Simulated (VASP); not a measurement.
A run of VASP 6.6.1:

The input POSCAR:

```
CdSe
1.0
    0.0170261844      3.0677809647      3.0677809647
    3.0677809647      0.0170261844      3.0677809647
    3.0848071491      3.0848071491      0.0000000000
Cd Se
1 1
Direct
    0.0011915085      0.0011915085     -0.0011915085
    0.2488084915      0.2488084915      0.2511915085
```

The input INCAR.step1:

```
  ALGO = Normal
  EDIFF = 1E-4
  ENCUT = 520
  GGA = PE
  ISMEAR = 0
  LASPH = T
  LCHARG = F
  LREAL = F
  LWAVE = T
  NBANDS = 16
  NELM = 80
  PREC = Accurate
  SIGMA = 0.01
```

Contents of INCAR.step2:

```
  ALGO = Normal
  EDIFF = 1E-7
  ENCUT = 520
  ISIF = 2
  ISMEAR = 0
  ISTART = 1
  LASPH = T
  LCHARG = F
  LMIXTAU = T
  LREAL = F
  LWAVE = F
  METAGGA = R2SCAN
  NBANDS = 16
  NELM = 80
  PREC = Accurate
  SIGMA = 0.01
```

KPOINTS

```
k-points
0
Gamma
  8 8 8
```

Potentials or basis: VASP PAW PBE potentials, release 64 (Cd, Se).

Launch:

```bash
$ cat potpaw_PBE.64/Cd/POTCAR potpaw_PBE.64/Se/POTCAR > POTCAR
$ cp INCAR.step1 INCAR
$ mpirun -np 1 vasp_std > vasp.out
$ cp INCAR.step2 INCAR
$ mpirun -np 1 vasp_std > vasp.out
```

Hardware: 1 thread of Intel(R) Xeon(R) 6975P-C (Granite Rapids) (shared host).

Question: Estimate the wall time of this run.

Answer: It took 92 s on 1 thread of Intel(R) Xeon(R) 6975P-C (Granite Rapids), on a shared host, peak memory 0.25 GiB. Counts: k points 95.
